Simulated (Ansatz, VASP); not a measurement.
# Cr: VASP beside Ansatz

```
Cr
1.0
     0.00000    2.54991    2.54991
     2.54991    0.00000    2.54991
     2.54991    2.54991    0.00000
Cr
2
Direct
  0.12500 0.12500 0.12500
  0.87500 0.87500 0.87500
```

Alike in both runs: functional PBE; k mesh 11 × 11 × 11; occupations fermi-dirac, width 0.1 eV; no spin polarisation.

Ansatz relaxed the structure, and its values are those at the end. VASP's run is a single point on that final structure, the one shown.

|  | VASP | Ansatz |
| --- | --- | --- |
| version | VASP 6.6.1 | Ansatz 0.2.0 |
| potentials or method | VASP PAW PBE potentials, release 64 (Cr_pv), cutoff 520 eV | plane waves (420 eV) with PAW, scalar-relativistic |
| valence electrons in the cell | 24 | 28 |

VASP gave:

```
pressure (GPa) : 0.2
```

**Question.** Estimate Ansatz's values.

**Answer.** Pressure (GPa): 0.0.

The functional is the same, so the differences come from potentials, cutoffs and numerics. VASP's potentials hold 24 valence electrons a cell and Ansatz's 28, so a difference there can come from the potentials and not from the codes.
